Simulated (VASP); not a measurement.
Runs of VASP 6.6.1 on Cu2W. The structure is that of space group P6/mmm (No. 191), or close to it. The cells are those of the table. 

```csv
task,cell,k mesh,cutoff (eV),gap on the mesh (eV),pressure (GPa),relaxed volume (Å³/atom)
relaxation of cell and atoms,"relaxed from a = 4.154, b = 4.154, c = 2.679 Å, angles 90.0, 90.0, 120.0°, 3 atoms",6 × 6 × 6,600,none,0.0,13.27
single point,"a = 4.241, b = 4.241, c = 2.544 Å, angles 90.0, 90.0, 120.0°, 3 atoms",6 × 6 × 6,520,none,0.7,-
single point,"a = 3.697, b = 3.697, c = 3.958 Å, angles 90.0, 90.0, 120.0°, 3 atoms",6 × 6 × 4,520,none,-7.8,-
single point,"a = 4.218, b = 4.218, c = 2.581 Å, angles 90.0, 90.0, 120.0°, 3 atoms",12 × 12 × 18,520,none,0.7,-
single point,"a = 4.154, b = 4.154, c = 2.679 Å, angles 90.0, 90.0, 120.0°, 3 atoms",6 × 6 × 4,520,none,0.6,-
relaxation of cell and atoms,"relaxed from a = 3.697, b = 3.697, c = 3.958 Å, angles 90.0, 90.0, 120.0°, 3 atoms",6 × 6 × 4,600,none,0.2,(a)
```

Alike in all rows: level PBE; potentials or basis VASP PAW PBE potentials, release 64 (Cu, W_sv); no spin polarisation; smearing gaussian 0.1 eV.

Problem. Fill in the values left out.

Solution. (a) 13.38.

Caveats: some runs use coarse meshes; spin-orbit coupling is left out, which moves the levels of the heavy elements.

A k mesh can miss the band edges, and the runs leave out spin-orbit coupling on W.

A gap of «none» marks levels without a gap at the run's occupations.
